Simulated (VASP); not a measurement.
Input of a VASP 6.6.1 run:

The input INCAR:

```
SYSTEM = Tl3S
  PREC = Accurate
  ENCUT = 520
  EDIFF = 1E-7
  ISMEAR = -1
  SIGMA = 0.05
  LREAL = .FALSE.
  LASPH = .TRUE.
  NELM = 60
  ALGO = Fast
  ISIF = 2
  LWAVE = .FALSE.
  LCHARG = .FALSE.
  GGA = PE
  NBANDS = 30
```

File KPOINTS:

```
Automatic mesh
0
G
  8 8 8
  0 0 0
```

POSCAR

```
Tl3S
1.0
   -2.3521033703      2.3521033703      5.1476272164
    2.3521033703     -2.3521033703      5.1476272164
    2.3521033703      2.3521033703     -5.1476272164
Tl S
3 1
Direct
    0.5000000000      0.5000000000      0.0000000000
    0.2500000000      0.7500000000      0.5000000000
    0.7500000000      0.2500000000      0.5000000000
    0.0000000000      0.0000000000      0.0000000000
```

Potentials or basis: VASP PAW PBE potentials, release 64 (Tl_d, S).

The run is started by

```bash
$ cat potpaw_PBE.64/Tl_d/POTCAR potpaw_PBE.64/S/POTCAR > POTCAR
$ mpirun -np 1 vasp_std > vasp.out
```

What does it give for the pressure?

0.0 GPa.

Predict the band gap on the k mesh.

zero (an odd number of electrons rules out a gap without spin polarisation).

Caveat: spin-orbit coupling is left out, which moves the levels of the heavy elements.
